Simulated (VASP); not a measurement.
# LiNbO3 (R-3c) in VASP: further runs

Runs on LiNbO3. Level: PBE. Tasks: single point.

Everything below comes from runs of VASP 6.6.1. Logs are shortened: lines on timing, memory, paths and dates and some standing lists are left out, and cuts for length are marked.

## (1) The cell of the first run

Symmetry: R-3c, No. 167, trigonal system. Conventional cell: a = 5.138 Å, b = 5.138 Å, c = 13.364 Å, α = 90.00°, β = 90.00°, γ = 120.00°. Li (site symmetry 32) has 3 O at 1.90 Å within 2.5 Å. Within 2.6 Å of Nb (site symmetry -3) lie 6 O at 1.97 Å. Within 2.5 Å of O (site symmetry 2) lie 1 Li at 1.90 Å and 2 Nb at 1.97 Å.

## (2) Single point, PBE (z stretched by -1 %, then relaxed in part)

INCAR

```
  PREC = Accurate
  ENCUT = 520
  EDIFF = 1E-7
  ISMEAR = -1
  SIGMA = 0.02
  LREAL = False
  LASPH = True
  NELM = 80
  ALGO = Normal
  ISIF = 2
  LWAVE = False
  LCHARG = False
  GGA = PE
  NBANDS = 45
```

KPOINTS

```
Automatic mesh
0
Gamma
  7 7 7
```

POSCAR

```
LiNbO3
1.0
    2.5689010133      1.4831556916      4.4545743000
   -2.5689010133      1.4831556916      4.4545743000
    0.0000000000     -2.9663113832      4.4545743000
Li Nb O
2 2 6
Direct
    0.7500000000      0.7500000000      0.7500000000
    0.2500000000      0.2500000000      0.2500000000
    0.5000000000      0.5000000000      0.5000000000
    0.0000000000      0.0000000000      0.0000000000
    0.6202144649      0.8797855351      0.2500000000
    0.2500000000      0.6202144649      0.8797855351
    0.8797855351      0.2500000000      0.6202144649
    0.7500000000      0.3797855351      0.1202144649
    0.3797855351      0.1202144649      0.7500000000
    0.1202144649      0.7500000000      0.3797855351
```

Potentials or basis: VASP PAW PBE potentials, release 64 (Li_sv, Nb_sv, O).

The run is started by

```bash
> cat potpaw_PBE.64/Li_sv/POTCAR potpaw_PBE.64/Nb_sv/POTCAR potpaw_PBE.64/O/POTCAR > POTCAR
> mpirun -np 1 vasp_std > vasp.out
```

OUTCAR:

```text
PREC = Accurate
   ENCUT = 520
   EDIFF = 1E-7
   ISMEAR = -1
   LREAL = False
   LASPH = True
   NELM = 80
   ISIF = 2
   GGA = PE

 ion  position               nearest neighbor table
   1  0.750  0.750  0.750-   9 1.90   8 1.90  10 1.90
   2  0.250  0.250  0.250-   5 1.90   6 1.90   7 1.90
   3  0.500  0.500  0.500-   7 1.97  10 1.97   8 1.97   6 1.97   9 1.97   5 1.97
   4  0.000  0.000  0.000-   6 1.97   8 1.97   7 1.97  10 1.97   9 1.97   5 1.97
   5  0.620  0.880  0.250-   2 1.90   3 1.97   4 1.97
   6  0.250  0.620  0.880-   2 1.90   4 1.97   3 1.97
   7  0.880  0.250  0.620-   2 1.90   3 1.97   4 1.97
   8  0.750  0.380  0.120-   1 1.90   4 1.97   3 1.97
   9  0.380  0.120  0.750-   1 1.90   3 1.97   4 1.97
  10  0.120  0.750  0.380-   1 1.90   3 1.97   4 1.97

  LATTYP: Found a trigonal (rhomboedric) cell.
 ALAT       =     5.3518441136
 COS(alpha) =     0.5391943177

  Lattice vectors:

 A1 = (   2.5689010133,   1.4831556916,   4.4545743000)
 A2 = (  -2.5689010133,   1.4831556916,   4.4545743000)
 A3 = (   0.0000000000,  -2.9663113832,   4.4545743000)

Analysis of symmetry for initial positions (statically):
=====================================================================
 Subroutine PRICEL returns:
 Original cell was already a primitive cell.

 Routine SETGRP: Setting up the symmetry group for a
 trigonal (rhombohedral) supercell.

 Subroutine GETGRP returns: Found 12 space group operations
 (whereof  6 operations were pure point group operations)
 out of a pool of 12 trial point group operations.

The static configuration has the point symmetry S_6 .
 The point group associated with its full space group is D_3d.

Analysis of symmetry for dynamics (positions and initial velocities):
=====================================================================
 Subroutine PRICEL returns:
 Original cell was already a primitive cell.

 Routine SETGRP: Setting up the symmetry group for a
 trigonal (rhombohedral) supercell.

 Subroutine GETGRP returns: Found 12 space group operations
 (whereof  6 operations were pure point group operations)
 out of a pool of 12 trial point group operations.

The dynamic configuration has the point symmetry S_6 .
 The point group associated with its full space group is D_3d.

 Subroutine INISYM returns: Found 12 space group operations
 (whereof  6 operations are pure point group operations),
 and found     1 'primitive' translations

----------------------------------------------------------------------------------------

                                     Primitive cell

  volume of cell :     101.8337

  direct lattice vectors                    reciprocal lattice vectors
     2.568901013  1.483155692  4.454574300     0.194635760  0.112373008  0.074829447
    -2.568901013  1.483155692  4.454574300    -0.194635760  0.112373008  0.074829447
     0.000000000 -2.966311383  4.454574300     0.000000000 -0.224746016  0.074829447

  length of vectors
     5.351844114  5.351844114  5.351844114     0.236875955  0.236875955  0.236875955

  position of ions in fractional coordinates (direct lattice)
     0.750000000  0.750000000  0.750000000
     0.250000000  0.250000000  0.250000000
     0.500000000  0.500000000  0.500000000
     0.000000000  0.000000000  0.000000000
     0.620214465  0.879785535  0.250000000
     0.250000000  0.620214465  0.879785535
     0.879785535  0.250000000  0.620214465
     0.750000000  0.379785535  0.120214465
     0.379785535  0.120214465  0.750000000
     0.120214465  0.750000000  0.379785535

  ion indices of the primitive-cell ions
   primitive index   ion index
                 1           1
                 2           2
                 3           3
                 4           4
                 5           5
                 6           6
                 7           7
                 8           8
                 9           9
                10          10

----------------------------------------------------------------------------------------

 KPOINTS: Automatic mesh

Automatic generation of k-mesh.
 Grid dimensions read from file:
 generate k-points for:    7    7    7

 Generating k-lattice:

  Cartesian coordinates                     Fractional coordinates (reciprocal lattice)
     0.027805109  0.016053287  0.010689921     0.142857143  0.000000000  0.000000000
    -0.027805109  0.016053287  0.010689921     0.000000000  0.142857143  0.000000000
     0.000000000 -0.032106574  0.010689921     0.000000000  0.000000000  0.142857143

  Length of vectors
     0.033839422  0.033839422  0.033839422

  Shift w.r.t. Gamma in fractional coordinates (k-lattice)
     0.000000000  0.000000000  0.000000000

 Subroutine IBZKPT returns following result:
 ===========================================

 Found     44 irreducible k-points:

 Following reciprocal coordinates:
            Coordinates               Weight
  0.000000  0.000000  0.000000      1.000000
  0.142857 -0.000000 -0.000000      6.000000
  0.285714 -0.000000  0.000000      6.000000
  0.428571  0.000000  0.000000      6.000000
  0.142857  0.142857 -0.000000      6.000000
  0.285714  0.142857  0.000000     12.000000
[... 16 lines left out ...]
  0.285714  0.285714  0.142857      6.000000
  0.428571  0.285714  0.142857     12.000000
 [... further k-points ...]
   k-points           NKPTS =     44   k-points in BZ     NKDIM =     44   number of bands    NBANDS=     45
   number of dos      NEDOS =    301   number of ions     NIONS =     10
   total plane-waves  NPLWV =  64000
   dimension x,y,z NGX =    40 NGY =   40 NGZ =   40
   dimension x,y,z NGXF=    80 NGYF=   80 NGZF=   80
   ions per type =               2   2   6
   NGX,Y,Z   is equivalent  to a cutoff of  12.43, 12.43, 12.43 a.u.
   NGXF,Y,Z  is equivalent  to a cutoff of  24.85, 24.85, 24.85 a.u.
 SYSTEM =  unknown system
   PREC   = accura    normal or accurate (medium, high low for compatibility)
   ISTART =      0    job   : 0-new  1-cont  2-samecut
   ICHARG =      2    charge: 1-file 2-atom 10-const
   ISPIN  =      1    spin polarized calculation?
   LNONCOLLINEAR =      F non collinear calculations
   LSORBIT =      F    spin-orbit coupling
   LASPH  =      T    aspherical Exc in radial PAW
   ENCUT  =  520.0 eV  38.22 Ry    6.18 a.u.   9.95  9.95  9.95*2*pi/ulx,y,z
   NELM   =     80;   NELMIN=  2; NELMDL= -5     # of ELM steps
   EDIFF  = 0.1E-06   stopping-criterion for ELM
   LREAL  =      F    real-space projection
   EDIFFG = 0.1E-05   stopping-criterion for IOM
   NSW    =      0    number of steps for IOM
   IBRION =     -1    ionic relax: 0-MD 1-quasi-New 2-CG
   NFREE  =      0    steps in history (QN), initial steepest desc. (CG)
   ISIF   =      2    stress and relaxation
   ISYM   =      2    0-nonsym 1-usesym 2-fastsym
   POTIM  = 0.5000    time-step for ionic-motion
   TEBEG  =    0.0;   TEEND  =   0.0 temperature during run
   PSTRESS=    0.0 pullay stress
   NELECT =      68.0000    total number of electrons
   NUPDOWN=      -1.0000    fix difference up-down
   EMIN   =  10.00;   EMAX   =-10.00  energy-range for DOS
   EFERMI =   0.00;   METHOD = LEGACY
   ISMEAR =    -1;   SIGMA  =   0.02  broadening in eV -4-tet -1-fermi 0-gaus
   EFERMI_NEDOS =   21; number of points for ismear=-14 and -15
   IALGO  =     38    algorithm
   IMIX   =      4    mixing-type and parameters
     AMIX     =   0.40;   BMIX     =  1.00
     AMIX_MAG =   1.60;   BMIX_MAG =  1.00
  volume/ion in A,a.u.               =      10.18        68.72
  Fermi-wavevector in a.u.,A,eV,Ry     =   1.430915  2.704038 27.858184  2.047519
  Thomas-Fermi vector in A             =   2.550709
   LORBIT       =      0    0 simple, 1 ext, 2 COOP (PROOUT), +10 PAW based schemes
   GGA     = PE    functional components
   LHFCALC =     F    Hartree Fock is set to
   AEXX    =    0.0000 exact exchange contribution
   IVDW    =     0    specifies the selected vdW correction
   LEPSILON=     F    determine dielectric tensor
   LRPA    =     F    only Hartree local field effects (RPA)
 non-spin polarized calculation
  energy-cutoff  :      520.00
  volume of cell :      101.83
 maximum number of plane-waves:      2779
   NGX = 19   NGY = 19   NGZ = 19

 number of electron      68.0000012 magnetization

 Free energy of the ion-electron system (eV)
  ---------------------------------------------------
  ext. energy  EPLUGINS =         0.00000000
  ---------------------------------------------------
  free energy    TOTEN  =       -79.51516881 eV

  energy without entropy =      -79.51516881  energy(sigma->0) =      -79.51516881

 E-fermi :   4.6114     XC(G=0): -11.0355

 val. band max:        4.1744554177   @ k =   0.0000   0.0000   0.0000
 cond. band min:       6.8217460242   @ k =   0.4286   0.4286   0.0000
 fundamental gap:      2.6472906065
 Fermi energy:         4.6113541602

 k-point     1 :       0.0000    0.0000    0.0000
  band No.  band energies     occupation
      1     -50.2321      2.00000
      2     -50.2127      2.00000
      3     -38.4693      2.00000
      4     -38.4667      2.00000
      5     -26.5142      2.00000
      6     -26.5142      2.00000
[... 37 lines left out ...]
     44      15.3305      0.00000
     45      15.5176      0.00000

 k-point     2 :       0.1429   -0.0000   -0.0000
  band No.  band energies     occupation
      1     -50.2312      2.00000
      2     -50.2137      2.00000
      3     -38.4692      2.00000
      4     -38.4668      2.00000
      5     -26.5054      2.00000
      6     -26.5048      2.00000
[... 37 lines left out ...]
     44      15.0512      0.00000
     45      15.0977      0.00000

 k-point     3 :       0.2857   -0.0000    0.0000
  band No.  band energies     occupation
      1     -50.2284      2.00000
      2     -50.2164      2.00000
      3     -38.4689      2.00000
      4     -38.4672      2.00000
      5     -26.4800      2.00000
      6     -26.4782      2.00000
[... 37 lines left out ...]
     44      14.4445      0.00000
     45      14.5833      0.00000

 k-point     4 :       0.4286    0.0000    0.0000
  band No.  band energies     occupation
      1     -50.2245      2.00000
      2     -50.2202      2.00000
      3     -38.4684      2.00000
      4     -38.4677      2.00000
      5     -26.4417      2.00000
      6     -26.4390      2.00000
[... 901 lines left out ...]
     44      14.0517      0.00000
     45      14.8308      0.00000

 k-point    23 :       0.2857    0.2857    0.1429
  band No.  band energies     occupation
      1     -50.2289      2.00000
      2     -50.2159      2.00000
      3     -38.4689      2.00000
      4     -38.4671      2.00000
      5     -26.5092      2.00000
      6     -26.4972      2.00000
[... 37 lines left out ...]
     44      14.0423      0.00000
     45      14.9932      0.00000

 k-point    24 :       0.4286    0.2857    0.1429
  band No.  band energies     occupation
      1     -50.2269      2.00000
      2     -50.2179      2.00000
      3     -38.4687      2.00000
      4     -38.4674      2.00000
      5     -26.5194      2.00000
      6     -26.4736      2.00000
[... 37 lines left out ...]
     44      13.7041      0.00000
     45      14.6818      0.00000

 [... further k-points ...]

------------------------ aborting loop because EDIFF is reached ----------------------------------------

  FORCE on cell =-STRESS in cart. coord.  units (eV):
  Direction    XX          YY          ZZ          XY          YZ          ZX
  --------------------------------------------------------------------------------------
  -------------------------------------------------------------------------------------
  Total        6.1807734      6.1807734      7.7112297      0.0000000      0.0000000      0.0000000
  in kB       97.2437798     97.2437798    121.3228632      0.0000000      0.0000000      0.0000000
  external PRESSURE =     105.2701409 kB  Pullay stress =       0.0000000 kB

 VOLUME and BASIS-vectors are now :
 -----------------------------------------------------------------------------
  energy-cutoff  :      520.00
  volume of cell :      101.83
      direct lattice vectors                 reciprocal lattice vectors
     2.568901013  1.483155692  4.454574300     0.194635760  0.112373008  0.074829447
    -2.568901013  1.483155692  4.454574300    -0.194635760  0.112373008  0.074829447
     0.000000000 -2.966311383  4.454574300     0.000000000 -0.224746016  0.074829447

 POSITION                                       TOTAL-FORCE (eV/Angst)
 -----------------------------------------------------------------------------------
      0.00000      0.00000     10.02279         0.000000      0.000000      0.000000
      0.00000      0.00000      3.34093         0.000000      0.000000      0.000000
      0.00000      0.00000      6.68186         0.000000     -0.000000      0.000000
      0.00000      0.00000      0.00000         0.000000      0.000000      0.000000
     -0.66681      1.48316      7.79551         0.030608     -0.000000     -0.000000
     -0.95104     -1.31905      7.79551        -0.015304      0.026507      0.000000
      1.61786     -0.16410      7.79551        -0.015304     -0.026507      0.000000
      0.95104      1.31905      5.56822         0.015304     -0.026507      0.000000
      0.66681     -1.48316      5.56822        -0.030608     -0.000000      0.000000
     -1.61786      0.16410      5.56822         0.015304      0.026507      0.000000
 -----------------------------------------------------------------------------------
    total drift:                                0.000000      0.000000      0.000000

  FREE ENERGIE OF THE ION-ELECTRON SYSTEM (eV)
  ---------------------------------------------------
  free  energy   TOTEN  =       -79.5151688131 eV

  energy  without entropy=      -79.5151688131  energy(sigma->0) =      -79.51516881
```

Wall time 5 min (1 thread of Intel Xeon Platinum 8375C at 2.90GHz (Ice Lake), shared host); peak memory 0.33 GiB.

Results:

```yaml
Free_energy: -79.5152 eV
Largest_force: 0.031 eV/Å
Band_gap_on_the_k_mesh: 2.65 eV (least direct gap 2.71 eV)
```

Forces in eV/Å, atoms in the order of the input:
```
Li   0.000  0.000  0.000
Li   0.000  0.000  0.000
Nb   0.000  0.000  0.000
Nb   0.000  0.000  0.000
O    0.031  0.000  0.000
O   -0.015  0.027  0.000
O   -0.015 -0.027  0.000
O    0.015 -0.027  0.000
O   -0.031  0.000  0.000
O    0.015  0.027  0.000
```

Levels at points of the mesh, in eV from the valence-band top:
| k point | band 31 | band 32 | band 33 | band 34 | band 35 | band 36 | band 37 | band 38 |
| --- | --- | --- | --- | --- | --- | --- | --- | --- |
| (0.00, 0.00, 0.00) | -0.44 | -0.25 | -0.25 | 0.00 | 2.71 | 2.71 | 2.78 | 4.75 |

Caveat: the cell differs from its parent crystal (z stretched by -1 %, then relaxed in part); the cutoff is under 1.25 times the usual one of these potentials, so pressure, stress and relaxed cells hold a basis-set (Pulay) error. A k mesh can miss the band edges.

(Continued in part 2 of 3.)
